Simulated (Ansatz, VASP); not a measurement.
One calculation of Ba, two programs

```
CELL_PARAMETERS angstrom
-3.35254 3.35254 1.82859
3.35254 -3.35254 1.82859
3.35254 3.35254 -1.82859
ATOMIC_POSITIONS crystal
Ba 0.62500 0.87500 0.75000
Ba 0.37500 0.12500 0.25000
```

Change from the starting cell: volume scaled by 0.68, PAW files.

Alike in both runs: task single point; functional PBE; k mesh 10 × 10 × 10; occupations fermi-dirac, width 0.08 eV; no spin polarisation.

```csv
,VASP,Ansatz
version,VASP 6.6.1,Ansatz 0.2.0
potentials or method,"VASP PAW PBE potentials, release 64 (Ba_sv)","PAW with Ansatz's default frozen-core files, scalar-relativistic"
plane-wave cutoff (eV),520,420
valence electrons in the cell,20,20
```

```tsv
	VASP	Ansatz	Ansatz less VASP
pressure (GPa)	6.3	5.5	-0.70
traceless stress, the component that is largest in VASP (GPa)	0.16	0.22	+0.068
```

Neither program's run includes spin-orbit coupling.
